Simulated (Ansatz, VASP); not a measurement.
**HfMoC2 in VASP and in Ansatz**

Contents of INCAR:

```
SYSTEM = HfMoC2
  ALGO = Normal
  EDIFF = 1E-6
  ENCUT = 520
  GGA = PE
  ISIF = 2
  ISMEAR = -1
  LASPH = .True.
  LCHARG = .True.
  LELF = .True.
  LREAL = .False.
  LVHAR = .True.
  LWAVE = .False.
  NBANDS = 24
  NELM = 60
  PREC = Accurate
  SIGMA = 0.05
```

KPOINTS

```
k-points
0
Gamma
  8 8 6
  0 0 0
```

File POSCAR:

```
HfMoC2
1.0
    3.1262736378      0.0000000000      0.0000000000
    0.0000000000      3.1262736378      0.0000000000
    0.0000000000      0.0000000000      4.3936043497
Hf Mo C
1 1 2
Direct
    0.0000000000      0.0000000000      0.0000000000
    0.5000000000      0.5000000000      0.5000000000
    0.5000000000      0.5000000000      0.0000000000
    0.0000000000      0.0000000000      0.5000000000
```

The input input.yaml:

```yaml
crystal:
  lattice:
    - [3.1262736378, 0.0, 0.0]
    - [0.0, 3.1262736378, 0.0]
    - [0.0, 0.0, 4.3936043497]
  atoms:
    - { symbol: Hf, position: [0.0, 0.0, 0.0] }
    - { symbol: Mo, position: [0.5, 0.5, 0.5] }
    - { symbol: C, position: [0.5, 0.5, 0.0] }
    - { symbol: C, position: [0.0, 0.0, 0.5] }
hamiltonian:
  xc: pbe
  pseudopotentials: { kind: paw }
kpoints:
  mp_grid: { grid: [8, 8, 6] }
scf:
  occupations: { method: fermi_dirac, width: 0.05 }
output:
  forces: true
  stress: true
  eigenvalues: true
```

Alike in both runs: task single point; functional PBE; k mesh 8 × 8 × 6; occupations fermi-dirac, width 0.05 eV; no spin polarisation.

|  | VASP | Ansatz |
| --- | --- | --- |
| version | VASP 6.6.1 | Ansatz 0.2.0 |
| potentials or method | VASP PAW PBE potentials, release 64 (Hf_pv, Mo_sv, C) | Ansatz PAW |
| plane-wave cutoff (eV) | 520 | 420 |
| valence electrons in the cell | 32 | 48 |

VASP gave:

- gap on the k mesh at the Fermi level (eV): none
- pressure (GPa): 18.0
- traceless stress, the component that is largest in VASP (GPa): -3.05

What did Ansatz give for the same quantities?

gap on the k mesh at the Fermi level (eV): none; pressure (GPa): 17.9; traceless stress, the component that is largest in VASP (GPa): -3.08.

A gap of «none» marks a metal or a gap that the smearing closes. VASP's potentials hold 32 valence electrons a cell and Ansatz's 48, so a difference there can come from the potentials and not from the codes.

Neither program's run includes spin-orbit coupling.
